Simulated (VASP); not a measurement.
Set up this calculation in VASP 6.6.1, as the native input.

- Task: single point
- Functional: r2SCAN
- Potentials or basis: VASP PAW PBE potentials, release 64 (Na_pv, H)
- Cutoff: 520 eV
- k mesh: 10 × 10 × 10
- Occupations: gaussian, width 0.01 eV
- Spin: no spin polarisation
- Dipole correction: no
- Further INCAR settings: ALGO = Normal; EDIFF = 1e-06; NBANDS = 11

Crystal: NaH.

```
CELL_PARAMETERS angstrom
0.00000 2.34285 2.34285
2.34285 0.00000 2.34285
2.34285 2.34285 0.00000
ATOMIC_POSITIONS crystal
Na 0.00000 0.00000 0.00000
H 0.50000 0.50000 0.50000
```

This cell differs from its parent crystal: strain -2.3%.

One way to write it, as run:

POSCAR

```
NaH
1.0
    0.0000000000      2.3428490071      2.3428490071
    2.3428490071      0.0000000000      2.3428490071
    2.3428490071      2.3428490071      0.0000000000
Na H
1 1
Direct
    0.0000000000      0.0000000000      0.0000000000
    0.5000000000      0.5000000000      0.5000000000
```

INCAR.step1

```
SYSTEM = NaH
  PREC = Accurate
  ENCUT = 520
  ISMEAR = 0
  SIGMA = 0.01
  LREAL = .False.
  LASPH = .True.
  NELM = 80
  NBANDS = 11
  GGA = PE
  ALGO = Normal
  EDIFF = 1E-4
  LWAVE = .True.
  LCHARG = .False.
```

INCAR.step2

```
SYSTEM = NaH
  PREC = Accurate
  ENCUT = 520
  EDIFF = 1E-6
  ISMEAR = 0
  SIGMA = 0.01
  LREAL = .False.
  LASPH = .True.
  NELM = 80
  ALGO = Normal
  ISIF = 2
  LWAVE = .False.
  LCHARG = .False.
  METAGGA = R2SCAN
  LMIXTAU = .True.
  NBANDS = 11
  ISTART = 1
```

KPOINTS

```
Automatic mesh
0
Gamma
  10 10 10
  0 0 0
```

Potentials or basis: VASP PAW PBE potentials, release 64 (Na_pv, H).

The run is started by

```sh
$ cat potpaw_PBE.64/Na_pv/POTCAR potpaw_PBE.64/H/POTCAR > POTCAR
$ cp INCAR.step1 INCAR
$ mpirun -np 1 vasp_std > vasp.out
$ cp INCAR.step2 INCAR
$ mpirun -np 1 vasp_std > vasp.out
```

It gave:

```json
{
  "Pressure": "1.7 GPa",
  "Band gap on the k mesh": "4.56 eV (least direct gap 5.41 eV)"
}
```

Caveat: the cell differs from its parent crystal (strain -2.3%); the PAW data sets were made with another functional, which shifts forces and pressure a little.

Run time: 95 s on 1 thread of Intel Xeon 8259CL (shared host), peak memory 0.16 GiB.
